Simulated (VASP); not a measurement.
Wanted: the native input for a VASP 6.6.1 run.

```
Task                   : single point
Functional             : PBE
Potentials or basis    : VASP PAW PBE potentials, release 64 (Ta_pv, N)
Cutoff                 : 520 eV
k mesh                 : 20 × 20 × 20
Occupations            : gaussian, width 0.15 eV
Spin                   : no spin polarisation
Dipole correction      : no
Further INCAR settings : ALGO = Normal; EDIFF = 1e-07; NBANDS = 15
```

The structure of TaN lies in POSCAR:

```
TaN
1.0
    0.2837214255      2.4158964670      2.4158964670
    2.4158964670      0.2837214255      2.4158964670
    2.4158964670      2.4158964670      0.2837214255
Ta N
1 1
Direct
    0.5000000000      0.5000000000      0.5000000000
    0.0000000000      0.0000000000      0.0000000000
```

The input as run:

INCAR

```
SYSTEM = TaN
  ALGO = Normal
  EDIFF = 1E-7
  ENCUT = 520
  GGA = PE
  ISIF = 2
  ISMEAR = 0
  LASPH = .TRUE.
  LCHARG = .FALSE.
  LREAL = .FALSE.
  LWAVE = .FALSE.
  NBANDS = 15
  NELM = 60
  PREC = Accurate
  SIGMA = 0.15
```

KPOINTS

```
k-points
0
G
  20 20 20
  0 0 0
```

Potentials or basis: VASP PAW PBE potentials, release 64 (Ta_pv, N).

Launch:

```console
$ cat potpaw_PBE.64/Ta_pv/POTCAR potpaw_PBE.64/N/POTCAR > POTCAR
$ mpirun -np 1 vasp_std > vasp.out
```

It gave:

| Quantity | Value |
| --- | --- |
| Pressure | -19.1 GPa |
| Band gap on the k mesh | zero (bands 8 and 9 overlap by 1.87 eV) |

Caveat: the cell stands under tension; spin-orbit coupling is left out, which moves the levels of the heavy elements.

Run time: 5.5 min on 1 thread of Intel Xeon 8259CL, on a shared host, peak memory 0.4 GiB.
